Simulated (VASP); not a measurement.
# CaGaF3 (P4/nmm) in VASP: single point with PBE

Aim: the single point of CaGaF3 with PBE.

Everything below comes from runs of VASP 6.6.1. Logs are shortened: lines on timing, memory, paths and dates and some standing lists are left out, and cuts for length are marked.

### 1 The cell of the first run

It takes space group P4/nmm (No. 129, tetragonal). The conventional cell has a = 5.838 Å, b = 5.838 Å, c = 4.761 Å, α = 90.00°, β = 90.00°, γ = 90.00°. Within 4.0 Å of Ca (site symmetry -4m2) lie 12 F at 3.03 to 3.15 Å and 4 Ga at 3.49 Å. Within 2.7 Å of Ga (site symmetry 4mm) lie 5 F at 2.03 to 2.12 Å. Within 2.8 Å of F (site symmetry 2/m) lie 2 Ga at 2.12 Å and 2 F at 2.59 Å. Within 2.7 Å of F (site symmetry 4mm) lie 1 Ga at 2.03 Å and 4 F at 2.59 Å.

### 2 Single point, PBE

Input file INCAR:

```
  ALGO = Normal
  EDIFF = 1E-6
  ENCUT = 520
  GGA = PE
  ISIF = 2
  ISMEAR = 0
  LASPH = T
  LCHARG = T
  LELF = T
  LREAL = F
  LVHAR = T
  LWAVE = F
  NBANDS = 55
  NELM = 100
  PREC = Accurate
  SIGMA = 0.1
```

Input file KPOINTS:

```
k-points
0
Gamma
  4 2 2
```

Input file POSCAR:

```
CaGaF3
1.0
    0.0000000000      0.0000000000      4.7606191335
    5.8381353226      0.0000000000      0.0000000000
    0.0000000000      5.8381353226      0.0000000000
Ca Ga F
2 2 6
Direct
    0.5000000000      1.0000000000      0.0000000000
    0.5000000000      0.5000000000      0.5000000000
    0.9026889111      0.5000000000      0.0000000000
    0.0973110889      0.0000000000      0.5000000000
    0.0000000000      0.7500000000      0.7500000000
    0.0000000000      0.7500000000      0.2500000000
    0.3294803705      0.5000000000      0.0000000000
    0.0000000000      0.2500000000      0.2500000000
    0.0000000000      0.2500000000      0.7500000000
    0.6705196295      0.0000000000      0.5000000000
```

Potentials or basis: VASP PAW PBE potentials, release 64 (Ca_sv, Ga_d, F).

Command:

```bash
> cat potpaw_PBE.64/Ca_sv/POTCAR potpaw_PBE.64/Ga_d/POTCAR potpaw_PBE.64/F/POTCAR > POTCAR
> mpirun -np 1 vasp_std > vasp.out
```

OUTCAR:

```text
EDIFF = 1E-6
   ENCUT = 520
   GGA = PE
   ISIF = 2
   ISMEAR = 0
   LASPH = T
   LREAL = F
   NELM = 100
   PREC = Accurate

 ion  position               nearest neighbor table
   1  0.500  0.000  0.000-
   2  0.500  0.500  0.500-
   3  0.903  0.500  0.000-   7 2.03   6 2.12   5 2.12   8 2.12   9 2.12
   4  0.097  0.000  0.500-  10 2.03   6 2.12   8 2.12   9 2.12   5 2.12
   5  0.000  0.750  0.750-   3 2.12   4 2.12
   6  0.000  0.750  0.250-   3 2.12   4 2.12
   7  0.329  0.500  0.000-   3 2.03
   8  0.000  0.250  0.250-   3 2.12   4 2.12
   9  0.000  0.250  0.750-   3 2.12   4 2.12
  10  0.671  0.000  0.500-   4 2.03

  LATTYP: Found a simple tetragonal cell.
 ALAT       =     5.8381353226
 C/A-ratio  =     0.8154348727

  Lattice vectors:

 A1 = (   5.8381353226,   0.0000000000,   0.0000000000)
 A2 = (   0.0000000000,   5.8381353226,   0.0000000000)
 A3 = (   0.0000000000,   0.0000000000,   4.7606191335)

Analysis of symmetry for initial positions (statically):
=====================================================================
 Subroutine PRICEL returns:
 Original cell was already a primitive cell.

 Routine SETGRP: Setting up the symmetry group for a
 simple tetragonal supercell.

 Subroutine GETGRP returns: Found 16 space group operations
 (whereof  8 operations were pure point group operations)
 out of a pool of 16 trial point group operations.

The static configuration has the point symmetry D_2d.
 The point group associated with its full space group is D_4h.

Analysis of symmetry for dynamics (positions and initial velocities):
=====================================================================
 Subroutine PRICEL returns:
 Original cell was already a primitive cell.

 Routine SETGRP: Setting up the symmetry group for a
 simple tetragonal supercell.

 Subroutine GETGRP returns: Found 16 space group operations
 (whereof  8 operations were pure point group operations)
 out of a pool of 16 trial point group operations.

The dynamic configuration has the point symmetry D_2d.
 The point group associated with its full space group is D_4h.

 Subroutine INISYM returns: Found 16 space group operations
 (whereof  8 operations are pure point group operations),
 and found     1 'primitive' translations

----------------------------------------------------------------------------------------

                                     Primitive cell

  volume of cell :     162.2601

  direct lattice vectors                    reciprocal lattice vectors
     0.000000000  0.000000000  4.760619133     0.000000000  0.000000000  0.210056712
     5.838135323  0.000000000  0.000000000     0.171287568  0.000000000  0.000000000
     0.000000000  5.838135323  0.000000000     0.000000000  0.171287568  0.000000000

  length of vectors
     4.760619133  5.838135323  5.838135323     0.210056712  0.171287568  0.171287568

  position of ions in fractional coordinates (direct lattice)
     0.500000000  0.000000000  0.000000000
     0.500000000  0.500000000  0.500000000
     0.902688911  0.500000000  0.000000000
     0.097311089  0.000000000  0.500000000
     0.000000000  0.750000000  0.750000000
     0.000000000  0.750000000  0.250000000
     0.329480371  0.500000000  0.000000000
     0.000000000  0.250000000  0.250000000
     0.000000000  0.250000000  0.750000000
     0.670519629  0.000000000  0.500000000

  ion indices of the primitive-cell ions
   primitive index   ion index
                 1           1
                 2           2
                 3           3
                 4           4
                 5           5
                 6           6
                 7           7
                 8           8
                 9           9
                10          10

----------------------------------------------------------------------------------------

 KPOINTS: k-points

Automatic generation of k-mesh.
 Grid dimensions read from file:
 generate k-points for:    4    2    2

 Generating k-lattice:

  Cartesian coordinates                     Fractional coordinates (reciprocal lattice)
     0.000000000  0.000000000  0.052514178     0.250000000  0.000000000  0.000000000
     0.085643784  0.000000000  0.000000000     0.000000000  0.500000000  0.000000000
     0.000000000  0.085643784  0.000000000     0.000000000  0.000000000  0.500000000

  Length of vectors
     0.052514178  0.085643784  0.085643784

  Shift w.r.t. Gamma in fractional coordinates (k-lattice)
     0.000000000  0.000000000  0.000000000

 Subroutine IBZKPT returns following result:
 ===========================================

 Found      9 irreducible k-points:

 Following reciprocal coordinates:
            Coordinates               Weight
  0.000000  0.000000  0.000000      1.000000
  0.250000  0.000000  0.000000      2.000000
  0.500000  0.000000  0.000000      1.000000
  0.000000  0.500000  0.000000      2.000000
  0.250000  0.500000  0.000000      4.000000
  0.500000  0.500000  0.000000      2.000000
  0.000000  0.500000  0.500000      1.000000
  0.250000  0.500000  0.500000      2.000000
  0.500000  0.500000  0.500000      1.000000
   k-points           NKPTS =      9   k-points in BZ     NKDIM =      9   number of bands    NBANDS=     55
   number of dos      NEDOS =    301   number of ions     NIONS =     10
   total plane-waves  NPLWV =  82944
   dimension x,y,z NGX =    36 NGY =   48 NGZ =   48
   dimension x,y,z NGXF=    72 NGYF=   96 NGZF=   96
   ions per type =               2   2   6
   NGX,Y,Z   is equivalent  to a cutoff of  12.57, 13.67, 13.67 a.u.
   NGXF,Y,Z  is equivalent  to a cutoff of  25.14, 27.34, 27.34 a.u.
 SYSTEM =  unknown system
   PREC   = accura    normal or accurate (medium, high low for compatibility)
   ISTART =      0    job   : 0-new  1-cont  2-samecut
   ICHARG =      2    charge: 1-file 2-atom 10-const
   ISPIN  =      1    spin polarized calculation?
   LNONCOLLINEAR =      F non collinear calculations
   LSORBIT =      F    spin-orbit coupling
   LASPH  =      T    aspherical Exc in radial PAW
   ENCUT  =  520.0 eV  38.22 Ry    6.18 a.u.   8.85 10.86 10.86*2*pi/ulx,y,z
   NELM   =    100;   NELMIN=  2; NELMDL= -5     # of ELM steps
   EDIFF  = 0.1E-05   stopping-criterion for ELM
   LREAL  =      F    real-space projection
   EDIFFG = 0.1E-04   stopping-criterion for IOM
   NSW    =      0    number of steps for IOM
   IBRION =     -1    ionic relax: 0-MD 1-quasi-New 2-CG
   NFREE  =      0    steps in history (QN), initial steepest desc. (CG)
   ISIF   =      2    stress and relaxation
   ISYM   =      2    0-nonsym 1-usesym 2-fastsym
   POTIM  = 0.5000    time-step for ionic-motion
   TEBEG  =    0.0;   TEEND  =   0.0 temperature during run
   PSTRESS=    0.0 pullay stress
   NELECT =      88.0000    total number of electrons
   NUPDOWN=      -1.0000    fix difference up-down
   EMIN   =  10.00;   EMAX   =-10.00  energy-range for DOS
   EFERMI =   0.00;   METHOD = LEGACY
   ISMEAR =     0;   SIGMA  =   0.10  broadening in eV -4-tet -1-fermi 0-gaus
   EFERMI_NEDOS =   21; number of points for ismear=-14 and -15
   IALGO  =     38    algorithm
   IMIX   =      4    mixing-type and parameters
     AMIX     =   0.40;   BMIX     =  1.00
     AMIX_MAG =   1.60;   BMIX_MAG =  1.00
  volume/ion in A,a.u.               =      16.23       109.50
  Fermi-wavevector in a.u.,A,eV,Ry     =   1.335053  2.522884 24.250565  1.782366
  Thomas-Fermi vector in A             =   2.463787
   LORBIT       =      0    0 simple, 1 ext, 2 COOP (PROOUT), +10 PAW based schemes
   GGA     = PE    functional components
   LHFCALC =     F    Hartree Fock is set to
   AEXX    =    0.0000 exact exchange contribution
   IVDW    =     0    specifies the selected vdW correction
   LEPSILON=     F    determine dielectric tensor
   LRPA    =     F    only Hartree local field effects (RPA)
 non-spin polarized calculation
 Gauss-broadening in eV      SIGMA  =   0.10
  energy-cutoff  :      520.00
  volume of cell :      162.26
 maximum number of plane-waves:      4416
 NGX is ok and might be reduce to    36
   NGX = 17   NGY = 21   NGZ = 21

 number of electron      87.9999904 magnetization

 Free energy of the ion-electron system (eV)
  ---------------------------------------------------
  ext. energy  EPLUGINS =         0.00000000
  ---------------------------------------------------
  free energy    TOTEN  =       -43.43747831 eV

  energy without entropy =      -43.43747830  energy(sigma->0) =      -43.43747830

 E-fermi :   4.0799     XC(G=0):  -9.3023

 val. band max:        3.6987361879   @ k =   0.0000   0.0000   0.0000
 cond. band min:       4.4699847458   @ k =   0.0000   0.5000   0.5000
 fundamental gap:      0.7712485578
 Fermi energy:         4.0799371544

 k-point     1 :       0.0000    0.0000    0.0000
  band No.  band energies     occupation
      1     -39.8554      2.00000
      2     -39.8515      2.00000
      3     -21.0313      2.00000
      4     -20.8674      2.00000
      5     -20.8674      2.00000
      6     -20.8006      2.00000
[... 47 lines left out ...]
     54       6.4269      0.00000
     55       6.4994      0.00000

 k-point     2 :       0.2500    0.0000    0.0000
  band No.  band energies     occupation
      1     -39.8552      2.00000
      2     -39.8514      2.00000
      3     -21.1016      2.00000
      4     -20.8356      2.00000
      5     -20.8356      2.00000
      6     -20.7880      2.00000
[... 47 lines left out ...]
     54       6.3714      0.00000
     55       6.4734      0.00000
[... 346 lines left out ...]
     54       5.9499      0.00000
     55       6.8178      0.00000

 k-point     9 :       0.5000    0.5000    0.5000
  band No.  band energies     occupation
      1     -39.8532      2.00000
      2     -39.8532      2.00000
      3     -20.8867      2.00000
      4     -20.8867      2.00000
      5     -20.8717      2.00000
      6     -20.8717      2.00000
[... 47 lines left out ...]
     54       6.2104      0.00000
     55       6.9711      0.00000

------------------------ aborting loop because EDIFF is reached ----------------------------------------

  FORCE on cell =-STRESS in cart. coord.  units (eV):
  Direction    XX          YY          ZZ          XY          YZ          ZX
  --------------------------------------------------------------------------------------
  -------------------------------------------------------------------------------------
  Total        0.0289441      0.0289441      0.1124955      0.0000000      0.0000000      0.0000000
  in kB        0.2857981      0.2857981      1.1107951      0.0000000      0.0000000      0.0000000
  external PRESSURE =       0.5607971 kB  Pullay stress =       0.0000000 kB

 VOLUME and BASIS-vectors are now :
 -----------------------------------------------------------------------------
  energy-cutoff  :      520.00
  volume of cell :      162.26
      direct lattice vectors                 reciprocal lattice vectors
     0.000000000  0.000000000  4.760619133     0.000000000  0.000000000  0.210056712
     5.838135323  0.000000000  0.000000000     0.171287568  0.000000000  0.000000000
     0.000000000  5.838135323  0.000000000     0.000000000  0.171287568  0.000000000

 POSITION                                       TOTAL-FORCE (eV/Angst)
 -----------------------------------------------------------------------------------
      0.00000      0.00000      2.38031        -0.000000     -0.000000      0.000000
      2.91907      2.91907      2.38031        -0.000000     -0.000000      0.000000
      2.91907      0.00000      4.29736        -0.000000      0.000000     -0.081892
      0.00000      2.91907      0.46326        -0.000000     -0.000000      0.081892
      4.37860      4.37860      0.00000         0.000000     -0.000000      0.000000
      4.37860      1.45953      0.00000        -0.000000     -0.000000      0.000000
      2.91907      0.00000      1.56853        -0.000000     -0.000000      0.081106
      1.45953      1.45953      0.00000         0.000000     -0.000000      0.000000
      1.45953      4.37860      0.00000         0.000000     -0.000000      0.000000
      0.00000      2.91907      3.19209        -0.000000      0.000000     -0.081106
 -----------------------------------------------------------------------------------
    total drift:                               -0.000000      0.000000      0.000000

  FREE ENERGIE OF THE ION-ELECTRON SYSTEM (eV)
  ---------------------------------------------------
  free  energy   TOTEN  =       -43.4374783066 eV

  energy  without entropy=      -43.4374783031  energy(sigma->0) =      -43.43747830
```

Run time: 70 s. Hardware: 1 thread of Intel Xeon Platinum 8375C at 2.90GHz (Ice Lake), shared host; peak memory 0.3 GiB.

Results:

```yaml
Free_energy: -43.4375 eV
Pressure: 0.1 GPa
Largest_force: 0.082 eV/Å
Band_gap_on_the_k_mesh: 0.77 eV, indirect (least direct gap 0.88 eV)
```

Forces in eV/Å, atoms in the order of the input:
```
Ca   0.000  0.000  0.000
Ca   0.000  0.000  0.000
Ga   0.000  0.000 -0.082
Ga   0.000  0.000  0.082
F    0.000  0.000  0.000
F    0.000  0.000  0.000
F    0.000  0.000  0.081
F    0.000  0.000  0.000
F    0.000  0.000  0.000
F    0.000  0.000 -0.081
```

Caveat: the k points lie up to 0.54 Å⁻¹ apart. A k mesh can miss the band edges.
